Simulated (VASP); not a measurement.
A run of VASP 6.6.1 is set up as follows.

The input INCAR:

```
ALGO = Normal
EDIFF = 1E-6
ENCUT = 520
GGA = PE
ISIF = 2
ISMEAR = 0
LASPH = True
LCHARG = True
LELF = True
LREAL = False
LVHAR = True
LWAVE = False
NBANDS = 26
NELM = 100
PREC = Accurate
SIGMA = 0.05
```

The input KPOINTS:

```
k-points
0
Gamma
  6 6 10
```

Contents of POSCAR:

```
BN
1.0
    4.3232000000      0.0000000000      0.0000000000
    0.0000000000      4.3232000000      0.0000000000
    0.0000000000      0.0000000000      2.3962000000
B N
4 4
Direct
    0.1742811368      0.8257188632      0.5000000000
    0.3257188632      0.3257188632      0.0000000000
    0.6742811368      0.6742811368      0.0000000000
    0.8257188632      0.1742811368      0.5000000000
    0.8126115048      0.8126115048      0.5000000000
    0.3126115048      0.6873884952      0.0000000000
    0.6873884952      0.3126115048      0.0000000000
    0.1873884952      0.1873884952      0.5000000000
```

Potentials or basis: VASP PAW PBE potentials, release 64 (B, N).

Launch:

```sh
$ cat potpaw_PBE.64/B/POTCAR potpaw_PBE.64/N/POTCAR > POTCAR
$ mpirun -np 1 vasp_std > vasp.out
```

(1) Estimate the largest force.

(2) Predict the band gap on the k mesh.

## Answers

(1) 0.416 eV/Å.

(2) 4.79 eV, indirect (least direct gap 6.04 eV).
